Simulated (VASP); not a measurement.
# Au (Im-3m) in VASP: notebook

The runs below take Au through single point, relaxation of cell and atoms, with PBEsol.

All numbers are computed with VASP 6.6.1; they aren't measurements. Logs are shortened: lines on timing, memory, paths and dates and some standing lists are left out, and cuts for length are marked.

## 1. The cell of the first run

The structure is cubic, space group Im-3m (No. 229). The conventional cell has a = 3.071 Å, b = 3.071 Å, c = 3.071 Å, α = 90.00°, β = 90.00°, γ = 90.00°. Au (site symmetry m-3m) has 14 Au at 2.66 to 3.07 Å within 3.5 Å.

This isn't the form of Au at room conditions, which is fcc.

## 2. Single point, PBEsol

File INCAR:

```
ALGO = Normal
EDIFF = 1E-6
ENCUT = 500
GGA = PS
GGA_COMPAT = F
ISIF = 2
ISMEAR = 0
LASPH = T
LCHARG = F
LREAL = F
LWAVE = F
NBANDS = 12
NELM = 120
PREC = Accurate
SIGMA = 0.05
```

File KPOINTS:

```
k-points
0
Gamma
  20 20 20
```

File POSCAR:

```
Au
1.0
   -1.5354284407      1.5354284407      1.5354284407
    1.5354284407     -1.5354284407      1.5354284407
    1.5354284407      1.5354284407     -1.5354284407
Au
1
Direct
    0.0000000000      0.0000000000      0.0000000000
```

Potentials or basis: VASP PAW PBE potentials, release 64 (Au).

The run is started by

```
> cat potpaw_PBE.64/Au/POTCAR > POTCAR
> mpirun -np 1 vasp_std > vasp.out
```

OUTCAR:

```text
EDIFF = 1E-6
   ENCUT = 500
   GGA = PS
   ISIF = 2
   ISMEAR = 0
   LASPH = T
   LREAL = F
   NELM = 120
   PREC = Accurate

 ion  position               nearest neighbor table
   1  0.000  0.000  0.000-

  LATTYP: Found a body centered cubic cell.
 ALAT       =     3.0708568814

  Lattice vectors:

 A1 = (  -1.5354284407,   1.5354284407,   1.5354284407)
 A2 = (   1.5354284407,  -1.5354284407,   1.5354284407)
 A3 = (   1.5354284407,   1.5354284407,  -1.5354284407)

Analysis of symmetry for initial positions (statically):
=====================================================================
 Subroutine PRICEL returns:
 Original cell was already a primitive cell.

 Routine SETGRP: Setting up the symmetry group for a
 body centered cubic supercell.

 Subroutine GETGRP returns: Found 48 space group operations
 (whereof 48 operations were pure point group operations)
 out of a pool of 48 trial point group operations.

The static configuration has the point symmetry O_h .

Analysis of symmetry for dynamics (positions and initial velocities):
=====================================================================
 Subroutine PRICEL returns:
 Original cell was already a primitive cell.

 Routine SETGRP: Setting up the symmetry group for a
 body centered cubic supercell.

 Subroutine GETGRP returns: Found 48 space group operations
 (whereof 48 operations were pure point group operations)
 out of a pool of 48 trial point group operations.

The dynamic configuration has the point symmetry O_h .

 Subroutine INISYM returns: Found 48 space group operations
 (whereof 48 operations are pure point group operations),
 and found     1 'primitive' translations

----------------------------------------------------------------------------------------

                                     Primitive cell

  volume of cell :      14.4793

  direct lattice vectors                    reciprocal lattice vectors
    -1.535428441  1.535428441  1.535428441     0.000000000  0.325642008  0.325642008
     1.535428441 -1.535428441  1.535428441     0.325642008  0.000000000  0.325642008
     1.535428441  1.535428441 -1.535428441     0.325642008  0.325642008  0.000000000

  length of vectors
     2.659440071  2.659440071  2.659440071     0.460527344  0.460527344  0.460527344

  position of ions in fractional coordinates (direct lattice)
     0.000000000  0.000000000  0.000000000

  ion indices of the primitive-cell ions
   primitive index   ion index
                 1           1

----------------------------------------------------------------------------------------

 KPOINTS: k-points

Automatic generation of k-mesh.
 Grid dimensions read from file:
 generate k-points for:   20   20   20

 Generating k-lattice:

  Cartesian coordinates                     Fractional coordinates (reciprocal lattice)
     0.000000000  0.016282100  0.016282100     0.050000000  0.000000000  0.000000000
     0.016282100  0.000000000  0.016282100     0.000000000  0.050000000  0.000000000
     0.016282100  0.016282100  0.000000000     0.000000000  0.000000000  0.050000000

  Length of vectors
     0.023026367  0.023026367  0.023026367

  Shift w.r.t. Gamma in fractional coordinates (k-lattice)
     0.000000000  0.000000000  0.000000000

 Subroutine IBZKPT returns following result:
 ===========================================

 Found    256 irreducible k-points:

 Following reciprocal coordinates:
            Coordinates               Weight
  0.000000  0.000000  0.000000      1.000000
  0.050000  0.000000  0.000000     12.000000
  0.100000  0.000000  0.000000     12.000000
  0.150000  0.000000  0.000000     12.000000
  0.200000  0.000000  0.000000     12.000000
  0.250000  0.000000  0.000000     12.000000
[... 16 lines left out ...]
  0.200000  0.100000 -0.000000     48.000000
  0.250000  0.100000  0.000000     48.000000
 [... further k-points ...]
   k-points           NKPTS =    256   k-points in BZ     NKDIM =    256   number of bands    NBANDS=     12
   number of dos      NEDOS =    301   number of ions     NIONS =      1
   total plane-waves  NPLWV =   8000
   dimension x,y,z NGX =    20 NGY =   20 NGZ =   20
   dimension x,y,z NGXF=    40 NGYF=   40 NGZF=   40
   ions per type =               1
   NGX,Y,Z   is equivalent  to a cutoff of  12.50, 12.50, 12.50 a.u.
   NGXF,Y,Z  is equivalent  to a cutoff of  25.00, 25.00, 25.00 a.u.
 SYSTEM =  unknown system
   PREC   = accura    normal or accurate (medium, high low for compatibility)
   ISTART =      0    job   : 0-new  1-cont  2-samecut
   ICHARG =      2    charge: 1-file 2-atom 10-const
   ISPIN  =      1    spin polarized calculation?
   LNONCOLLINEAR =      F non collinear calculations
   LSORBIT =      F    spin-orbit coupling
   LASPH  =      T    aspherical Exc in radial PAW
   ENCUT  =  500.0 eV  36.75 Ry    6.06 a.u.   4.85  4.85  4.85*2*pi/ulx,y,z
   NELM   =    120;   NELMIN=  2; NELMDL= -5     # of ELM steps
   EDIFF  = 0.1E-05   stopping-criterion for ELM
   LREAL  =      F    real-space projection
   EDIFFG = 0.1E-04   stopping-criterion for IOM
   NSW    =      0    number of steps for IOM
   IBRION =     -1    ionic relax: 0-MD 1-quasi-New 2-CG
   NFREE  =      0    steps in history (QN), initial steepest desc. (CG)
   ISIF   =      2    stress and relaxation
   ISYM   =      2    0-nonsym 1-usesym 2-fastsym
   POTIM  = 0.5000    time-step for ionic-motion
   TEBEG  =    0.0;   TEEND  =   0.0 temperature during run
   PSTRESS=    0.0 pullay stress
   NELECT =      11.0000    total number of electrons
   NUPDOWN=      -1.0000    fix difference up-down
   EMIN   =  10.00;   EMAX   =-10.00  energy-range for DOS
   EFERMI =   0.00;   METHOD = LEGACY
   ISMEAR =     0;   SIGMA  =   0.05  broadening in eV -4-tet -1-fermi 0-gaus
   EFERMI_NEDOS =   21; number of points for ismear=-14 and -15
   IALGO  =     38    algorithm
   IMIX   =      4    mixing-type and parameters
     AMIX     =   0.40;   BMIX     =  1.00
     AMIX_MAG =   1.60;   BMIX_MAG =  1.00
  volume/ion in A,a.u.               =      14.48        97.71
  Fermi-wavevector in a.u.,A,eV,Ry     =   1.493790  2.822853 30.360147  2.231408
  Thomas-Fermi vector in A             =   2.606145
   LORBIT       =      0    0 simple, 1 ext, 2 COOP (PROOUT), +10 PAW based schemes
   GGA     = PS    functional components
   LHFCALC =     F    Hartree Fock is set to
   AEXX    =    0.0000 exact exchange contribution
   IVDW    =     0    specifies the selected vdW correction
   LEPSILON=     F    determine dielectric tensor
   LRPA    =     F    only Hartree local field effects (RPA)
 non-spin polarized calculation
 Gauss-broadening in eV      SIGMA  =   0.05
  energy-cutoff  :      500.00
  volume of cell :       14.48
 maximum number of plane-waves:       378
   NGX =  9   NGY =  9   NGZ =  9

 number of electron      11.0000003 magnetization

 Free energy of the ion-electron system (eV)
  ---------------------------------------------------
  ext. energy  EPLUGINS =         0.00000000
  ---------------------------------------------------
  free energy    TOTEN  =        -3.60513341 eV

  energy without entropy =       -3.60485141  energy(sigma->0) =       -3.60499241

 E-fermi :  12.2450     XC(G=0): -13.8703

 val. band max:       12.2075818262   @ k =  -0.4500   0.5000   0.0500
 cond. band min:      12.2796725185   @ k =  -0.3000   0.4500   0.1000
 fundamental gap:      0.0720906924
 Fermi energy:        12.2449694429

 k-point     1 :       0.0000    0.0000    0.0000
  band No.  band energies     occupation
      1       0.4843      2.00000
      2       6.3779      2.00000
      3       6.3779      2.00000
      4       6.3779      2.00000
      5       8.9016      2.00000
      6       8.9016      2.00000
      7      28.6426      0.00000
      8      28.6426      0.00000
      9      28.6426      0.00000
     10      39.1310      0.00000
     11      39.1310      0.00000
     12      39.7319      0.00000

 k-point     2 :       0.0500    0.0000    0.0000
  band No.  band energies     occupation
      1       0.5924      2.00000
      2       6.3372      2.00000
      3       6.3794      2.00000
      4       6.4625      2.00000
      5       8.8487      2.00000
      6       8.9044      2.00000
      7      28.6928      0.00000
      8      28.7215      0.00000
      9      28.7984      0.00000
     10      37.4247      0.00000
     11      38.0012      0.00000
     12      39.4147      0.00000

 k-point     3 :       0.1000    0.0000    0.0000
  band No.  band energies     occupation
      1       0.9091      2.00000
      2       6.2207      2.00000
      3       6.3796      2.00000
      4       6.7129      2.00000
      5       8.7155      2.00000
      6       8.9138      2.00000
      7      28.7844      0.00000
      8      28.8494      0.00000
      9      29.2567      0.00000
     10      35.8040      0.00000
     11      36.2624      0.00000
     12      38.4757      0.00000
[... 286 lines left out ...]
 k-point    23 :       0.2000    0.1000   -0.0000
  band No.  band energies     occupation
      1       2.9416      2.00000
      2       5.6592      2.00000
      3       6.1665      2.00000
      4       8.3336      2.00000
      5       8.7583      2.00000
      6       9.1334      2.00000
      7      25.7322      0.00000
      8      27.3452      0.00000
      9      30.6562      0.00000
     10      31.6089      0.00000
     11      35.5292      0.00000
     12      37.3284      0.00000

 k-point    24 :       0.2500    0.1000    0.0000
  band No.  band energies     occupation
      1       3.4150      2.00000
      2       5.4469      2.00000
      3       6.4787      2.00000
      4       8.4165      2.00000
      5       9.1508      2.00000
      6       9.6308      2.00000
      7      23.5511      0.00000
      8      26.4833      0.00000
      9      29.5579      0.00000
     10      32.6238      0.00000
     11      36.4774      0.00000
     12      37.2585      0.00000

 [... further k-points ...]

------------------------ aborting loop because EDIFF is reached ----------------------------------------

  FORCE on cell =-STRESS in cart. coord.  units (eV):
  Direction    XX          YY          ZZ          XY          YZ          ZX
  --------------------------------------------------------------------------------------
  -------------------------------------------------------------------------------------
  Total        4.0354286      4.0354286      4.0354286      0.0000000     -0.0000000      0.0000000
  in kB      446.5308946    446.5308946    446.5308946      0.0000000     -0.0000000      0.0000000
  external PRESSURE =     446.5308946 kB  Pullay stress =       0.0000000 kB

 VOLUME and BASIS-vectors are now :
 -----------------------------------------------------------------------------
  energy-cutoff  :      500.00
  volume of cell :       14.48
      direct lattice vectors                 reciprocal lattice vectors
    -1.535428441  1.535428441  1.535428441     0.000000000  0.325642008  0.325642008
     1.535428441 -1.535428441  1.535428441     0.325642008  0.000000000  0.325642008
     1.535428441  1.535428441 -1.535428441     0.325642008  0.325642008  0.000000000

 POSITION                                       TOTAL-FORCE (eV/Angst)
 -----------------------------------------------------------------------------------
      0.00000      0.00000      0.00000         0.000000      0.000000      0.000000
 -----------------------------------------------------------------------------------
    total drift:                                0.000000     -0.000000      0.000000

  FREE ENERGIE OF THE ION-ELECTRON SYSTEM (eV)
  ---------------------------------------------------
  free  energy   TOTEN  =        -3.6051334147 eV

  energy  without entropy=       -3.6048514070  energy(sigma->0) =       -3.60499241
```

It took 61 s on 1 thread of Intel Xeon 8259CL, shared host; peak memory 0.16 GiB.

What came out:

```yaml
Free_energy: -3.6051 eV
Pressure: 44.7 GPa
Band_gap_on_the_k_mesh: zero (an odd number of electrons rules out a gap without spin polarisation)
```

Levels at points of the mesh, in eV from the Fermi level:
```
           k point  band 4  band 5  band 6  band 7  band 8  band 9
(0.00, 0.00, 0.00)   -5.87   -3.34   -3.34   16.40   16.40   16.40
(0.50, 0.00, 0.00)   -3.03   -1.43   -1.23    4.68   12.32   15.11
(0.50, 0.50, 0.50)   -1.76   -1.76    6.44    6.44    6.44   11.87
```

Caveat: the cell stands under pressure; the PAW data sets were made with another functional, which shifts forces and pressure a little; spin-orbit coupling is left out, which moves the levels of the heavy elements.

## 3. Single point, PBEsol

This run uses another cell than the first one, of 15.09 Å³/atom.

File INCAR:

```
PREC = Accurate ; ENCUT = 500
EDIFF = 1E-6 ; ISMEAR = 0
SIGMA = 0.05 ; LREAL = False
LASPH = True ; NELM = 120
ALGO = Normal ; ISIF = 2
LWAVE = False ; LCHARG = True
GGA = PS ; LELF = True
LVHAR = True ; NBANDS = 12
GGA_COMPAT = False
```

File KPOINTS:

```
regular mesh
0
Gamma
  20 20 20
```

File POSCAR:

```
Au
1.0
   -1.5566844265      1.5566844265      1.5566844265
    1.5566844265     -1.5566844265      1.5566844265
    1.5566844265      1.5566844265     -1.5566844265
Au
1
Direct
    0.0000000000      0.0000000000      0.0000000000
```

Potentials or basis: VASP PAW PBE potentials, release 64 (Au).

The run is started by

```
> cat potpaw_PBE.64/Au/POTCAR > POTCAR
> mpirun -np 1 vasp_std > vasp.out
```

Run time: 56 s. Hardware: 1 thread of Intel Xeon 8259CL, shared host; peak memory 0.16 GiB.

It converged, with:

```yaml
Free_energy: -3.7459 eV
Pressure: 29.7 GPa
Band_gap_on_the_k_mesh: zero (an odd number of electrons rules out a gap without spin polarisation)
```

Levels at points of the mesh, in eV from the Fermi level:
```
           k point  band 2  band 3  band 4  band 5  band 6  band 7  band 8  band 9  band 10  band 11
(0.00, 0.00, 0.00)   -5.58   -5.58   -5.58   -3.22   -3.22   16.46   16.46   16.46    26.41    26.41
(0.50, 0.00, 0.00)   -6.94   -3.38   -2.93   -1.26   -1.23    4.38   12.36   14.80    23.58    23.79
(0.50, 0.50, 0.50)   -8.05   -1.75   -1.75   -1.75    6.40    6.40    6.40   11.30    17.50    17.50
```

Caveat: the cell stands under pressure; the PAW data sets were made with another functional, which shifts forces and pressure a little; spin-orbit coupling is left out, which moves the levels of the heavy elements.

## 4. Single point, PBEsol

This run uses another cell than the first one, of 15.89 Å³/atom.

File INCAR:

```
PREC = Accurate
ENCUT = 500
EDIFF = 1E-6
ISMEAR = 0
SIGMA = 0.05
LREAL = False
LASPH = True
NELM = 120
ALGO = Normal
ISIF = 2
LWAVE = False
LCHARG = True
GGA = PS
LELF = True
LVHAR = True
NBANDS = 12
GGA_COMPAT = False
```

KPOINTS is that of step 3.

File POSCAR:

```
Au
1.0
   -1.5837217196      1.5837217196      1.5837217196
    1.5837217196     -1.5837217196      1.5837217196
    1.5837217196      1.5837217196     -1.5837217196
Au
1
Direct
    0.0000000000      0.0000000000      0.0000000000
```

The run is started by

```
> cat potpaw_PBE.64/Au/POTCAR > POTCAR
> mpirun -np 1 vasp_std > vasp.out
```

Run time: 54 s. Hardware: 1 thread of Intel Xeon 8259CL, shared host; peak memory 0.16 GiB.

It converged, with:

```
Free energy            : -3.8554 eV
Pressure               : 14.7 GPa
Band gap on the k mesh : zero (an odd number of electrons rules out a gap without spin polarisation)
```

Levels at points of the mesh, in eV from the Fermi level:
```tsv
k point	band 3	band 4	band 5	band 6	band 7	band 8	band 9	band 10
(0.00, 0.00, 0.00)	-5.26	-5.26	-3.08	-3.08	16.50	16.50	16.50	25.65
(0.50, 0.00, 0.00)	-3.23	-2.83	-1.30	-1.00	4.02	12.38	14.41	22.95
(0.50, 0.50, 0.50)	-1.75	-1.75	-1.75	6.34	6.34	6.34	10.60	16.85
```

Caveat: the cell stands under pressure; the PAW data sets were made with another functional, which shifts forces and pressure a little; spin-orbit coupling is left out, which moves the levels of the heavy elements.

## 5. Single point, PBEsol

This run uses another cell than the first one, of 17.05 Å³/atom.

File INCAR:

```
ALGO = Normal
EDIFF = 1E-6
ENCUT = 500
GGA = PS
GGA_COMPAT = F
ISIF = 2
ISMEAR = 0
LASPH = T
LCHARG = T
LELF = T
LREAL = F
LVHAR = T
LWAVE = F
NBANDS = 12
NELM = 120
PREC = Accurate
SIGMA = 0.05
```

File KPOINTS:

```
k-points
0
Gamma
  20 20 20
```

File POSCAR:

```
Au
1.0
   -1.6213496600      1.6213496600      1.6213496600
    1.6213496600     -1.6213496600      1.6213496600
    1.6213496600      1.6213496600     -1.6213496600
Au
1
Direct
    0.0000000000      0.0000000000      0.0000000000
```

The run is started by

```
> cat potpaw_PBE.64/Au/POTCAR > POTCAR
> mpirun -np 1 vasp_std > vasp.out
```

Wall time 54 s (1 thread of Intel Xeon 8259CL, shared host); peak memory 0.16 GiB.

The run converged. Its results:

```yaml
Free_energy: -3.9044 eV
Pressure: -0.3 GPa
Band_gap_on_the_k_mesh: zero (an odd number of electrons rules out a gap without spin polarisation)
```

Levels at points of the mesh, in eV from the Fermi level:
| k point | band 2 | band 3 | band 4 | band 5 | band 6 | band 7 | band 8 | band 9 | band 10 | band 11 |
| --- | --- | --- | --- | --- | --- | --- | --- | --- | --- | --- |
| (0.00, 0.00, 0.00) | -4.84 | -4.84 | -4.84 | -2.89 | -2.89 | 16.52 | 16.52 | 16.52 | 24.33 | 24.33 |
| (0.50, 0.00, 0.00) | -5.94 | -3.04 | -2.68 | -1.33 | -0.67 | 3.58 | 12.37 | 13.90 | 21.85 | 22.22 |
| (0.50, 0.50, 0.50) | -6.81 | -1.72 | -1.72 | -1.72 | 6.27 | 6.27 | 6.27 | 9.72 | 16.03 | 16.03 |

Caveat: the PAW data sets were made with another functional, which shifts forces and pressure a little; spin-orbit coupling is left out, which moves the levels of the heavy elements.

(Continued in part 2 of 2.)

The gap in the log of VASP goes by the Fermi energy; the results here count the filled bands.